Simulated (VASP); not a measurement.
TiN, 2 atoms in the cell. It takes space group Fm-3m (No. 225, cubic). Conventional cell: a = 4.187 Å, b = 4.187 Å, c = 4.187 Å, α = 90.00°, β = 90.00°, γ = 90.00°. Within 2.8 Å of Ti (site symmetry m-3m) lie 6 N at 2.09 Å. Within 2.8 Å of N (site symmetry m-3m) lie 6 Ti at 2.09 Å.  This cell differs from its parent crystal: volume scaled by 0.96.

```yaml
Program: VASP 6.6.1
Task: electric field gradients
Functional: PBEsol
Potentials_or_basis: VASP PAW PBE potentials, release 64 (Ti_sv, N)
Cutoff: 520 eV
k_mesh: 13 × 13 × 13
Occupations: fermi-dirac, width 0.05 eV
Spin: no spin polarisation
Dipole_correction: no
Further_INCAR_settings: ALGO = Normal; EDIFF = 1e-08; NBANDS = 16
```

Potentials or basis: VASP PAW PBE potentials, release 64 (Ti_sv, N).

Command:

```console
$ cat potpaw_PBE.64/Ti_sv/POTCAR potpaw_PBE.64/N/POTCAR > POTCAR
$ mpirun -np 1 vasp_std > vasp.out
```

Hardware: 1 thread of Intel(R) Xeon(R) Platinum 8488C (Sapphire Rapids) (shared host).

Task: How long does it take, and how much memory?

Result: It took 23 s on 1 thread of Intel(R) Xeon(R) Platinum 8488C (Sapphire Rapids), on a shared host, peak memory 0.15 GiB. Counts: scf iterations 17, k points 84.
